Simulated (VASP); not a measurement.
# C (P6_3/mmc) in VASP: relaxation of cell and atoms with r2SCAN+D3(BJ)

Aim: the relaxation of cell and atoms of C with r2SCAN+D3(BJ).

Program: VASP 6.6.1. These are calculated values, not measurements. Logs are shortened: lines on timing, memory, paths and dates and some standing lists are left out, and cuts for length are marked.

**1. The cell of the first run**

The structure is hexagonal, space group P6_3/mmc (No. 194). The conventional cell has a = 2.455 Å, b = 2.455 Å, c = 6.730 Å, α = 90.00°, β = 90.00°, γ = 120.00°. Within 1.9 Å of C (site symmetry -6m2) lie 3 C at 1.42 Å. Within 1.9 Å of C (site symmetry -6m2) lie 3 C at 1.42 Å.

**2. Relaxation of cell and atoms, r2SCAN+D3(BJ)**

Contents of POSCAR:

```
C
1.0
    2.4554526557      0.0000000000      0.0000000000
   -1.2277263278      2.1264843776      0.0000000000
    0.0000000000      0.0000000000      6.7304039101
C
4
Direct
    0.0000000000      0.0000000000      0.2500000000
    0.0000000000      0.0000000000      0.7500000000
    0.3333333333      0.6666666667      0.2500000000
    0.6666666667      0.3333333333      0.7500000000
```

Contents of INCAR.step1:

```
SYSTEM = C
PREC = Accurate ; ENCUT = 600
ISMEAR = -1 ; SIGMA = 0.15
LREAL = .FALSE. ; LASPH = .TRUE.
NELM = 80 ; GGA = PE
ALGO = Normal ; EDIFF = 1E-4
LWAVE = .TRUE. ; LCHARG = .FALSE.
```

Contents of INCAR.step2:

```
SYSTEM = C
PREC = Accurate ; ENCUT = 600
EDIFF = 1E-6 ; ISMEAR = -1
SIGMA = 0.15 ; LREAL = .FALSE.
LASPH = .TRUE. ; NELM = 80
ALGO = Normal ; ISIF = 3
LWAVE = .FALSE. ; LCHARG = .FALSE.
METAGGA = R2SCAN ; LMIXTAU = .TRUE.
IVDW = 12 ; VDW_S6 = 1.0
VDW_S8 = 0.78981345 ; VDW_A1 = 0.49484001
VDW_A2 = 5.73083694 ; IBRION = 2
NSW = 80 ; EDIFFG = -0.001
ISTART = 1
```

Contents of KPOINTS:

```
regular mesh
0
G
  21 21 6
  0 0 0
```

Potentials or basis: VASP PAW PBE potentials, release 64 (C).

Launch:

```sh
> cat potpaw_PBE.64/C/POTCAR > POTCAR
> cp INCAR.step1 INCAR
> mpirun -np 1 vasp_std > vasp.out
> cp INCAR.step2 INCAR
> mpirun -np 1 vasp_std > vasp.out
```

OUTCAR:

```text
SYSTEM = C
   PREC = Accurate
   ENCUT = 600
   EDIFF = 1E-6
   ISMEAR = -1
   LREAL = .FALSE.
   LASPH = .TRUE.
   NELM = 80
   ISIF = 3
   METAGGA = R2SCAN
   IVDW = 12
   IBRION = 2
   NSW = 80
   EDIFFG = -0.001
   ISTART = 1
 IVDW          = 12

 ion  position               nearest neighbor table
   1  0.000  0.000  0.250-   3 1.42   3 1.42   3 1.42
   2  0.000  0.000  0.750-   4 1.42   4 1.42   4 1.42
   3  0.333  0.667  0.250-   1 1.42   1 1.42   1 1.42
   4  0.667  0.333  0.750-   2 1.42   2 1.42   2 1.42

  LATTYP: Found a hexagonal cell.
 ALAT       =     2.4554526557
 C/A-ratio  =     2.7410033317

  Lattice vectors:

 A1 = (   2.4554526557,   0.0000000000,   0.0000000000)
 A2 = (  -1.2277263278,   2.1264843776,   0.0000000000)
 A3 = (   0.0000000000,   0.0000000000,   6.7304039101)

Analysis of symmetry for initial positions (statically):
=====================================================================
 Subroutine PRICEL returns:
 Original cell was already a primitive cell.

 Routine SETGRP: Setting up the symmetry group for a
 hexagonal supercell.

 Subroutine GETGRP returns: Found 24 space group operations
 (whereof 12 operations were pure point group operations)
 out of a pool of 24 trial point group operations.

The static configuration has the point symmetry D_3d.
 The point group associated with its full space group is D_6h.

Analysis of symmetry for dynamics (positions and initial velocities):
=====================================================================
 Subroutine PRICEL returns:
 Original cell was already a primitive cell.

 Routine SETGRP: Setting up the symmetry group for a
 hexagonal supercell.

 Subroutine GETGRP returns: Found 24 space group operations
 (whereof 12 operations were pure point group operations)
 out of a pool of 24 trial point group operations.

The dynamic configuration has the point symmetry D_3d.
 The point group associated with its full space group is D_6h.

 Subroutine INISYM returns: Found 24 space group operations
 (whereof 12 operations are pure point group operations),
 and found     1 'primitive' translations

----------------------------------------------------------------------------------------

                                     Primitive cell

  volume of cell :      35.1427

  direct lattice vectors                    reciprocal lattice vectors
     2.455452656  0.000000000  0.000000000     0.407256885  0.235129872  0.000000000
    -1.227726328  2.126484378  0.000000000     0.000000000  0.470259744  0.000000000
     0.000000000  0.000000000  6.730403910     0.000000000  0.000000000  0.148579493

  length of vectors
     2.455452656  2.455452656  6.730403910     0.470259744  0.470259744  0.148579493

  position of ions in fractional coordinates (direct lattice)
     0.000000000  0.000000000  0.250000000
[... 95 lines left out ...]
   EMIN   =  10.00;   EMAX   =-10.00  energy-range for DOS
   EFERMI =   0.00;   METHOD = LEGACY
   ISMEAR =    -1;   SIGMA  =   0.15  broadening in eV -4-tet -1-fermi 0-gaus
   EFERMI_NEDOS =   21; number of points for ismear=-14 and -15
   IALGO  =     38    algorithm
   IMIX   =      4    mixing-type and parameters
     AMIX     =   0.40;   BMIX     =  1.00
     AMIX_MAG =   1.60;   BMIX_MAG =  1.00
  volume/ion in A,a.u.               =       8.79        59.29
  Fermi-wavevector in a.u.,A,eV,Ry     =   1.259418  2.379955 21.580656  1.586133
  Thomas-Fermi vector in A             =   2.392979
   LORBIT       =      0    0 simple, 1 ext, 2 COOP (PROOUT), +10 PAW based schemes
   METAGGA = R2SCAN    functional components
   LHFCALC =     F    Hartree Fock is set to
   AEXX    =    0.0000 exact exchange contribution
   IVDW    =    12    specifies the selected vdW correction
   LEPSILON=     F    determine dielectric tensor
   LRPA    =     F    only Hartree local field effects (RPA)
 conjugate gradient relaxation of ions
 non-spin polarized calculation
  energy-cutoff  :      600.00
  volume of cell :       35.14
 maximum number of plane-waves:      1206
 NGX is ok and might be reduce to    20
   NGX =  9   NGY =  9   NGZ = 27

--------------------------------------- Ionic step        1  -------------------------------------------

 number of electron      16.0000001 magnetization

 Free energy of the ion-electron system (eV)
  ---------------------------------------------------
  ext. energy  EPLUGINS =         0.00000000
  ---------------------------------------------------
  free energy    TOTEN  =       -39.76020256 eV

  energy without entropy =      -39.75590446  energy(sigma->0) =      -39.75805351

------------------------ aborting loop because EDIFF is reached ----------------------------------------

 Edisp (eV)   -0.30425

 E8    (eV) :    -0.0636
[... 111 lines left out ...]
  FREE ENERGIE OF THE ION-ELECTRON SYSTEM (eV)
  ---------------------------------------------------
  free  energy   TOTEN  =       -40.0645307863 eV

  energy  without entropy=      -40.0602216864  energy(sigma->0) =      -40.06237624

[... ionic steps 4 to 9 ...]

--------------------------------------- Ionic step       10  -------------------------------------------

 number of electron      16.0000001 magnetization

------------------------ aborting loop because EDIFF is reached ----------------------------------------
[... 79 lines left out ...]
--------------------------------------- Ionic step       12  -------------------------------------------

 number of electron      16.0000001 magnetization

 Free energy of the ion-electron system (eV)
  ---------------------------------------------------
  ext. energy  EPLUGINS =         0.00000000
  ---------------------------------------------------
  free energy    TOTEN  =       -39.75738625 eV

  energy without entropy =      -39.75304136  energy(sigma->0) =      -39.75521381

 E-fermi :   4.7647     XC(G=0): -11.1990

 val. band max:        4.7629026407   @ k =   0.3333   0.3333   0.5000
 cond. band min:       5.1364920847   @ k =   0.3333   0.3333   0.3333
 fundamental gap:      0.3735894439
 Fermi energy:         4.7646988315

 k-point     1 :       0.0000    0.0000    0.0000
  band No.  band energies     occupation
      1     -16.2227      2.00000
      2     -15.9074      2.00000
      3      -4.3172      2.00000
      4      -2.2202      2.00000
      5       1.5542      2.00000
      6       1.5542      2.00000
      7       1.5750      2.00000
      8       1.5750      2.00000
      9       9.2846      0.00000
     10      13.4735      0.00000
     11      13.4735      0.00000
     12      13.5317      0.00000
[... 331 lines left out ...]
 k-point    24 :       0.1905    0.0952    0.0000
  band No.  band energies     occupation
      1     -14.6274      2.00000
      2     -14.3389      2.00000
      3      -2.9330      2.00000
      4      -2.8453      2.00000
      5      -2.3996      2.00000
      6      -1.1157      2.00000
      7      -1.0600      2.00000
      8      -0.4338      2.00000
      9      11.1864      0.00000
     10      12.3497      0.00000
     11      12.9458      0.00000
     12      14.0733      0.00000

 [... further k-points ...]

------------------------ aborting loop because EDIFF is reached ----------------------------------------

 Edisp (eV)   -0.30763

 E8    (eV) :    -0.0643
[... 27 lines left out ...]
  FREE ENERGIE OF THE ION-ELECTRON SYSTEM (eV)
  ---------------------------------------------------
  free  energy   TOTEN  =       -40.0650126679 eV

  energy  without entropy=      -40.0606677756  energy(sigma->0) =      -40.06284022

 reached required accuracy - stopping structural energy minimisation
```

It took 19 min on 1 thread of Intel Xeon 6975P-C (Granite Rapids), shared host; peak memory 0.23 GiB.

What came out:

* Free energy: -40.0650 eV
* Relaxed volume: 8.70 Å³/atom
* Relaxed cell: a = 2.456 Å, b = 2.456 Å, c = 6.657 Å, α = 90.00°, β = 90.00°, γ = 120.00°
* Space group after relaxing (to 0.1 Å): P6_3/mmc (No. 194)
* Energy gained by relaxing: 0.1 meV/atom
* Ionic steps: 12
* Pressure after relaxing: 0.0 GPa
* Band gap on the k mesh: zero (bands 8 and 9 overlap by 0.03 eV)
* Dispersion energy per atom: -0.077 eV

The path:
```csv
step,energy change (eV),largest force (eV/Å),pressure (GPa),volume (Å³)
1,0.0000,0.0000,0.20,35.14
2,0.0001,0.0000,-0.98,35.20
3,-0.0001,0.0000,-0.25,35.16
4,-0.0002,0.0000,-0.22,35.12
5,-0.0004,0.0000,-0.11,34.98
6,-0.0005,0.0000,0.11,34.71
7,-0.0006,0.0000,0.07,34.77
8,-0.0005,0.0000,0.03,34.81
9,-0.0006,0.0000,0.04,34.80
10,-0.0006,0.0000,0.06,34.78
11,-0.0005,0.0000,-0.35,34.80
12,-0.0006,0.0000,0.00,34.78
```

Final structure:
```xyz
4
Lattice="2.4563 0.0000 0.0000 -1.2282 2.1272 0.0000 0.0000 0.0000 6.6572" Properties=species:S:1:pos:R:3 pbc="T T T"
C     0.0000    0.0000    1.6643
C     0.0000    0.0000    4.9929
C     0.0000    1.4182    1.6643
C     1.2282    0.7091    4.9929
```

Caveat: the PAW data sets were made with another functional, which shifts forces and pressure a little.

The gap in the log of VASP goes by the Fermi energy; the results here count the filled bands.